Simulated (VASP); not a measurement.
# CuWO2 (P4/mmm) in VASP: notebook

CuWO2 is run at these levels: PBE+U; tasks: density of states.

Everything below comes from runs of VASP 6.6.1. Logs are shortened: lines on timing, memory, paths and dates and some standing lists are left out, and cuts for length are marked.

## (1) The cell of the first run

It takes space group P4/mmm (No. 123, tetragonal). Conventional cell: a = 3.656 Å, b = 3.656 Å, c = 3.013 Å, α = 90.00°, β = 90.00°, γ = 90.00°. Within 3.1 Å of W (site symmetry 4/mmm) lie 8 O at 2.37 Å and 8 Cu at 2.99 Å and 2 W at 3.01 Å. Within 2.4 Å of Cu (site symmetry 4/mmm) lie 4 O at 1.83 Å. Within 2.4 Å of O (site symmetry mmm) lie 2 Cu at 1.83 Å and 4 W at 2.37 Å. O (site symmetry mmm) has 2 Cu at 1.83 Å and 4 W at 2.37 Å within 2.4 Å.

## (2) Density of states, PBE+U, collinear spin, antiferromagnetic start

The input, POSCAR:

```
CuWO2
1.0
    3.6563042300      0.0000000000      0.0000000000
    0.0000000000      7.3126084500      0.0000000000
    0.0000000000      0.0000000000      3.0126741800
W Cu O
2 2 4
Direct
    0.5000000000      0.2500000000      0.5000000000
    0.5000000000      0.7500000000      0.5000000000
    0.0000000000      0.0000000000      0.0000000000
    0.0000000000      0.5000000000      0.0000000000
    0.0000000000      0.2500000000      0.0000000000
    0.0000000000      0.7500000000      0.0000000000
    0.5000000000      0.0000000000      0.0000000000
    0.5000000000      0.5000000000      0.0000000000
```

The input, INCAR.step1:

```
SYSTEM = CuWO2
PREC = Accurate ; ENCUT = 520
EDIFF = 1E-7 ; ISMEAR = -5
SIGMA = 0.1 ; LREAL = .False.
LASPH = .True. ; NELM = 150
ALGO = Normal ; ISIF = 2
LWAVE = .False. ; LCHARG = .True.
ISPIN = 2 ; MAGMOM = -1 -1 1 1 0 0 0 0
LMAXMIX = 4 ; LDAU = .True.
LDAUTYPE = 2 ; LDAUL = -1 2 -1
LDAUU = 0 6.66 0 ; LDAUJ = 0 0 0
LDAUPRINT = 1 ; GGA = PE
NBANDS = 51
```

The input, KPOINTS.step1:

```
regular mesh
0
Gamma
  5 3 6
  0 0 0
```

The input, INCAR.step2:

```
SYSTEM = CuWO2
PREC = Accurate ; ENCUT = 520
EDIFF = 1E-7 ; ISMEAR = -5
SIGMA = 0.1 ; LREAL = .False.
LASPH = .True. ; NELM = 150
ALGO = Normal ; ISIF = 2
LWAVE = .False. ; LCHARG = .False.
ISPIN = 2 ; MAGMOM = -1 -1 1 1 0 0 0 0
LORBIT = 11 ; LMAXMIX = 4
LDAU = .True. ; LDAUTYPE = 2
LDAUL = -1 2 -1 ; LDAUU = 0 6.66 0
LDAUJ = 0 0 0 ; LDAUPRINT = 1
GGA = PE ; NEDOS = 1001
ICHARG = 11
```

The input, KPOINTS.step2:

```
regular mesh
0
Gamma
  8 5 9
  0 0 0
```

Potentials or basis: VASP PAW PBE potentials, release 64 (W_sv, Cu, O).

Run with:

```bash
cat potpaw_PBE.64/W_sv/POTCAR potpaw_PBE.64/Cu/POTCAR potpaw_PBE.64/O/POTCAR > POTCAR
cp INCAR.step1 INCAR
cp KPOINTS.step1 KPOINTS
mpirun -np 1 vasp_std > vasp.out
cp INCAR.step2 INCAR
cp KPOINTS.step2 KPOINTS
mpirun -np 1 vasp_std > vasp.out
```

OUTCAR:

```text
SYSTEM = CuWO2
   PREC = Accurate
   ENCUT = 520
   EDIFF = 1E-7
   ISMEAR = -5
   LREAL = .False.
   LASPH = .True.
   NELM = 150
   ISIF = 2
   ISPIN = 2
   LORBIT = 11
   GGA = PE
   ICHARG = 11

 ion  position               nearest neighbor table
   1  0.500  0.250  0.500-   7 2.37   8 2.37   7 2.37   8 2.37   5 2.37   5 2.37   5 2.37   5 2.37
                             3 2.99   3 2.99   3 2.99   4 2.99   4 2.99   3 2.99   4 2.99   4 2.99
   2  0.500  0.750  0.500-   7 2.37   8 2.37   7 2.37   8 2.37   6 2.37   6 2.37   6 2.37   6 2.37
                             3 2.99   3 2.99   3 2.99   4 2.99   4 2.99   3 2.99   4 2.99   4 2.99
   3  0.000  0.000  0.000-   5 1.83   6 1.83   7 1.83   7 1.83   1 2.99   1 2.99   2 2.99   1 2.99
                             2 2.99   2 2.99   1 2.99   2 2.99
   4  0.000  0.500  0.000-   5 1.83   6 1.83   8 1.83   8 1.83   1 2.99   1 2.99   2 2.99   1 2.99
                             2 2.99   2 2.99   1 2.99   2 2.99
   5  0.000  0.250  0.000-   3 1.83   4 1.83   1 2.37   1 2.37   1 2.37   1 2.37
   6  0.000  0.750  0.000-   3 1.83   4 1.83   2 2.37   2 2.37   2 2.37   2 2.37
   7  0.500  0.000  0.000-   3 1.83   3 1.83   1 2.37   1 2.37   2 2.37   2 2.37
   8  0.500  0.500  0.000-   4 1.83   4 1.83   1 2.37   1 2.37   2 2.37   2 2.37

  LATTYP: Found a simple orthorhombic cell.
 ALAT       =     3.0126741800
 B/A-ratio  =     1.2136407761
 C/A-ratio  =     2.4272815489

  Lattice vectors:

 A1 = (   0.0000000000,   0.0000000000,   3.0126741800)
 A2 = (   3.6563042300,   0.0000000000,   0.0000000000)
 A3 = (   0.0000000000,   7.3126084500,   0.0000000000)

Analysis of symmetry for initial positions (statically):
=====================================================================
 Subroutine PRICEL returns following result:

  LATTYP: Found a simple tetragonal cell.
 ALAT       =     3.6563042300
 C/A-ratio  =     0.8239670417
[... 12 lines left out ...]
 Subroutine GETGRP returns: Found  8 space group operations
 (whereof  8 operations were pure point group operations)
 out of a pool of  8 trial point group operations.

The static configuration has the point symmetry D_2h.

Analysis of symmetry for dynamics (positions and initial velocities):
=====================================================================
 Subroutine PRICEL returns following result:

  LATTYP: Found a simple tetragonal cell.
 ALAT       =     3.6563042300
 C/A-ratio  =     0.8239670417
[... 12 lines left out ...]
 Subroutine GETGRP returns: Found  8 space group operations
 (whereof  8 operations were pure point group operations)
 out of a pool of  8 trial point group operations.

The dynamic configuration has the point symmetry D_2h.

Analysis of structural, dynamic, and magnetic symmetry:
=====================================================================
 Subroutine PRICEL returns following result:

  LATTYP: Found a simple tetragonal cell.
 ALAT       =     3.6563042300
 C/A-ratio  =     0.8239670417
[... 12 lines left out ...]
 Subroutine GETGRP returns: Found  8 space group operations
 (whereof  8 operations were pure point group operations)
 out of a pool of  8 trial point group operations.

The overall configuration has the point symmetry D_2h.

 Subroutine INISYM returns: Found  8 space group operations
 (whereof  8 operations are pure point group operations),
 and found     2 'primitive' translations

----------------------------------------------------------------------------------------

                                     Primitive cell

  volume of cell :      40.2751

  direct lattice vectors                    reciprocal lattice vectors
     3.656304230  0.000000000  0.000000000     0.273500217  0.000000000  0.000000000
     0.000000000  3.656304225  0.000000000     0.000000000  0.273500217  0.000000000
     0.000000000  0.000000000  3.012674180     0.000000000  0.000000000  0.331931016

  length of vectors
     3.656304230  3.656304225  3.012674180     0.273500217  0.273500217  0.331931016

  position of ions in fractional coordinates (direct lattice)
     0.500000000  0.500000000  0.500000000
[... 127 lines left out ...]

 onsite density matrix

spin component  1

  0.9746  0.0000 -0.0000 -0.0000 -0.0000
  0.0000  0.9628  0.0000  0.0000  0.0000
 -0.0000  0.0000  0.9162 -0.0000  0.0004
 -0.0000  0.0000 -0.0000  0.9633  0.0000
 -0.0000  0.0000  0.0004  0.0000  0.9550

spin component  2

  0.9859 -0.0000  0.0000  0.0000 -0.0000
 -0.0000  0.9718 -0.0000 -0.0000 -0.0000
  0.0000 -0.0000  0.9328  0.0000 -0.0010
  0.0000 -0.0000  0.0000  0.9714 -0.0000
 -0.0000 -0.0000 -0.0010 -0.0000  0.9495

 occupancies and eigenvectors

  o =  0.9162  v =  0.0000 -0.0000  0.9999  0.0000 -0.0108  0.0000  0.0000  0.0000  0.0000  0.0000      0.0000  0.0000  0.0000  0.0000  0.0000  0.0000  0.0000  0.0000  0.0000  0.0000
  o =  0.9327  v =  0.0000  0.0000  0.0000  0.0000  0.0000  0.0000 -0.0000  0.9984 -0.0000  0.0567      0.0000  0.0000  0.0000  0.0000  0.0000  0.0000  0.0000  0.0000  0.0000  0.0000
  o =  0.9496  v =  0.0000  0.0000  0.0000  0.0000  0.0000  0.0000 -0.0000 -0.0567 -0.0000  0.9984      0.0000  0.0000  0.0000  0.0000  0.0000  0.0000  0.0000  0.0000  0.0000  0.0000
  o =  0.9550  v =  0.0000  0.0000 -0.0108  0.0000 -0.9999  0.0000  0.0000  0.0000  0.0000  0.0000      0.0000  0.0000  0.0000  0.0000  0.0000  0.0000  0.0000  0.0000  0.0000  0.0000
  o =  0.9628  v =  0.0000 -1.0000 -0.0000 -0.0000 -0.0000  0.0000  0.0000  0.0000  0.0000  0.0000      0.0000  0.0000  0.0000  0.0000  0.0000  0.0000  0.0000  0.0000  0.0000  0.0000
  o =  0.9633  v =  0.0000  0.0000  0.0000 -1.0000 -0.0000  0.0000  0.0000  0.0000  0.0000  0.0000      0.0000  0.0000  0.0000  0.0000  0.0000  0.0000  0.0000  0.0000  0.0000  0.0000
  o =  0.9714  v =  0.0000  0.0000  0.0000  0.0000  0.0000  0.0000  0.0000  0.0000  1.0000  0.0000      0.0000  0.0000  0.0000  0.0000  0.0000  0.0000  0.0000  0.0000  0.0000  0.0000
  o =  0.9718  v =  0.0000  0.0000  0.0000  0.0000  0.0000  0.0000 -1.0000 -0.0000  0.0000 -0.0000      0.0000  0.0000  0.0000  0.0000  0.0000  0.0000  0.0000  0.0000  0.0000  0.0000
  o =  0.9746  v =  1.0000  0.0000  0.0000  0.0000  0.0000  0.0000  0.0000  0.0000  0.0000  0.0000      0.0000  0.0000  0.0000  0.0000  0.0000  0.0000  0.0000  0.0000  0.0000  0.0000
  o =  0.9859  v =  0.0000  0.0000  0.0000  0.0000  0.0000  1.0000  0.0000  0.0000  0.0000  0.0000      0.0000  0.0000  0.0000  0.0000  0.0000  0.0000  0.0000  0.0000  0.0000  0.0000

atom =   4  type =  2  l = 2

 onsite density matrix

spin component  1

  0.9746  0.0000  0.0000 -0.0000  0.0000
  0.0000  0.9628  0.0000  0.0000  0.0000
  0.0000  0.0000  0.9162 -0.0000  0.0004
 -0.0000  0.0000 -0.0000  0.9633 -0.0000
  0.0000  0.0000  0.0004 -0.0000  0.9550

spin component  2

  0.9859 -0.0000 -0.0000  0.0000 -0.0000
 -0.0000  0.9718 -0.0000 -0.0000 -0.0000
 -0.0000 -0.0000  0.9328  0.0000 -0.0010
  0.0000 -0.0000  0.0000  0.9714  0.0000
 -0.0000 -0.0000 -0.0010  0.0000  0.9495

 occupancies and eigenvectors

  o =  0.9162  v =  0.0000 -0.0000 -0.9999  0.0000  0.0108  0.0000  0.0000  0.0000  0.0000  0.0000      0.0000  0.0000  0.0000  0.0000  0.0000  0.0000  0.0000  0.0000  0.0000  0.0000
  o =  0.9327  v =  0.0000  0.0000  0.0000  0.0000  0.0000  0.0000  0.0000 -0.9984 -0.0000 -0.0567      0.0000  0.0000  0.0000  0.0000  0.0000  0.0000  0.0000  0.0000  0.0000  0.0000
  o =  0.9496  v =  0.0000  0.0000  0.0000  0.0000  0.0000  0.0000 -0.0000 -0.0567 -0.0000  0.9984      0.0000  0.0000  0.0000  0.0000  0.0000  0.0000  0.0000  0.0000  0.0000  0.0000
  o =  0.9550  v =  0.0000  0.0000  0.0108  0.0000  0.9999  0.0000  0.0000  0.0000  0.0000  0.0000      0.0000  0.0000  0.0000  0.0000  0.0000  0.0000  0.0000  0.0000  0.0000  0.0000
  o =  0.9628  v =  0.0000 -1.0000  0.0000  0.0000  0.0000  0.0000  0.0000  0.0000  0.0000  0.0000      0.0000  0.0000  0.0000  0.0000  0.0000  0.0000  0.0000  0.0000  0.0000  0.0000
  o =  0.9633  v =  0.0000 -0.0000 -0.0000 -1.0000  0.0000  0.0000  0.0000  0.0000  0.0000  0.0000      0.0000  0.0000  0.0000  0.0000  0.0000  0.0000  0.0000  0.0000  0.0000  0.0000
  o =  0.9714  v =  0.0000  0.0000  0.0000  0.0000  0.0000  0.0000  0.0000  0.0000 -1.0000 -0.0000      0.0000  0.0000  0.0000  0.0000  0.0000  0.0000  0.0000  0.0000  0.0000  0.0000
  o =  0.9718  v =  0.0000  0.0000  0.0000  0.0000  0.0000  0.0000 -1.0000 -0.0000 -0.0000 -0.0000      0.0000  0.0000  0.0000  0.0000  0.0000  0.0000  0.0000  0.0000  0.0000  0.0000
  o =  0.9746  v =  1.0000  0.0000  0.0000  0.0000  0.0000  0.0000  0.0000  0.0000  0.0000  0.0000      0.0000  0.0000  0.0000  0.0000  0.0000  0.0000  0.0000  0.0000  0.0000  0.0000
  o =  0.9859  v =  0.0000  0.0000  0.0000  0.0000  0.0000  1.0000  0.0000  0.0000  0.0000  0.0000      0.0000  0.0000  0.0000  0.0000  0.0000  0.0000  0.0000  0.0000  0.0000  0.0000

 number of electron      73.9999996 magnetization      -3.2794815

 Free energy of the ion-electron system (eV)
  ---------------------------------------------------
  ext. energy  EPLUGINS =         0.00000000
  ---------------------------------------------------
  free energy    TOTEN  =       -47.77457154 eV

  energy without entropy =      -47.77457154  energy(sigma->0) =      -47.77457154

 E-fermi :   9.9448     XC(G=0): -12.9894

 val. band max:       10.0747169274   @ k =   0.5000   0.2000   0.2222
 cond. band min:       9.8421923252   @ k =   0.0000   0.0000   0.0000
 fundamental gap:     -0.2325246022
 Fermi energy:         9.9448092998

 spin component 1

 k-point     1 :       0.0000    0.0000    0.0000
  band No.  band energies     occupation
      1     -65.2682      1.00000
      2     -65.2672      1.00000
      3     -29.3427      1.00000
      4     -29.3376      1.00000
      5     -29.2900      1.00000
      6     -29.2491      1.00000
[... 2249 lines left out ...]
     43      11.3318      0.00000
     44      12.0506      0.00000

 [... further k-points ...]
[... 5 lines left out ...]
  --------------------------------------------------------------------------------------
  -------------------------------------------------------------------------------------
  Total       23.8672791     24.2144526     -3.7981339      0.0000000      0.0000000     -0.0000000
  in kB      474.7300065    481.6354310    -75.5464478      0.0000000      0.0000000     -0.0000000
  external PRESSURE =     293.6063299 kB  Pullay stress =       0.0000000 kB

 VOLUME and BASIS-vectors are now :
 -----------------------------------------------------------------------------
  energy-cutoff  :      520.00
  volume of cell :       80.55
      direct lattice vectors                 reciprocal lattice vectors
     3.656304230  0.000000000  0.000000000     0.273500217  0.000000000  0.000000000
     0.000000000  7.312608450  0.000000000     0.000000000  0.136750109  0.000000000
     0.000000000  0.000000000  3.012674180     0.000000000  0.000000000  0.331931016

 POSITION                                       TOTAL-FORCE (eV/Angst)
 -----------------------------------------------------------------------------------
      1.82815      1.82815      1.50634         0.000000      0.000000      0.000000
      1.82815      5.48446      1.50634         0.000000      0.000000      0.000000
      0.00000      0.00000      0.00000        -0.000000     -0.000000     -0.000000
      0.00000      3.65630      0.00000        -0.000000     -0.000000      0.000000
      0.00000      1.82815      0.00000        -0.000000     -0.000000     -0.000000
      0.00000      5.48446      0.00000        -0.000000     -0.000000     -0.000000
      1.82815      0.00000      0.00000        -0.000000     -0.000000      0.000000
      1.82815      3.65630      0.00000        -0.000000     -0.000000      0.000000
 -----------------------------------------------------------------------------------
    total drift:                               -0.000000      0.000000     -0.000000

  FREE ENERGIE OF THE ION-ELECTRON SYSTEM (eV)
  ---------------------------------------------------
  free  energy   TOTEN  =       -47.7745715371 eV

  energy  without entropy=      -47.7745715371  energy(sigma->0) =      -47.77457154

 total charge

# of ion       s       p       d       tot
------------------------------------------
    1        2.210   6.132   3.266  11.608
    2        2.210   6.132   3.266  11.608
    3        0.431   0.561   9.575  10.566
    4        0.431   0.561   9.575  10.566
    5        1.581   3.441   0.000   5.021
    6        1.581   3.441   0.000   5.021
    7        1.581   3.435   0.000   5.016
    8        1.581   3.435   0.000   5.016
--------------------------------------------------
tot         11.603  27.137  25.683  64.422

 magnetization (x)

# of ion       s       p       d       tot
------------------------------------------
    1       -0.035  -0.012  -1.300  -1.347
    2       -0.035  -0.012  -1.300  -1.347
    3        0.001   0.005  -0.046  -0.039
    4        0.001   0.005  -0.046  -0.039
    5       -0.017   0.011   0.000  -0.006
    6       -0.017   0.011   0.000  -0.006
    7       -0.017   0.012   0.000  -0.005
    8       -0.017   0.012   0.000  -0.005
--------------------------------------------------
tot         -0.136   0.033  -2.691  -2.795
```

It took 8.4 min on 1 thread of Intel Xeon Platinum 8488C (Sapphire Rapids), shared host; peak memory 0.48 GiB.

Results:

```yaml
Net_moment: -3.28 μB per cell
Site_moments: W -1.35; Cu -0.04; O -0.01 μB
Valence_electrons_inside_the_program's_atomic_spheres: W 11.61; Cu 10.57; O 5.02
```

Eigenvalues of the final occupation matrices:
```tsv
site	spin	trace	eigenvalues
site 3 d	1	4.77	0.92 0.96 0.96 0.96 0.97
site 3 d	2	4.81	0.93 0.95 0.97 0.97 0.99
site 4 d	1	4.77	0.92 0.96 0.96 0.96 0.97
site 4 d	2	4.81	0.93 0.95 0.97 0.97 0.99
```

Caveat: the bands computed are all filled at some k points, so no gap is given; spin-orbit coupling is left out, which moves the levels of the heavy elements.

(Part 1 of 2 ends here.)
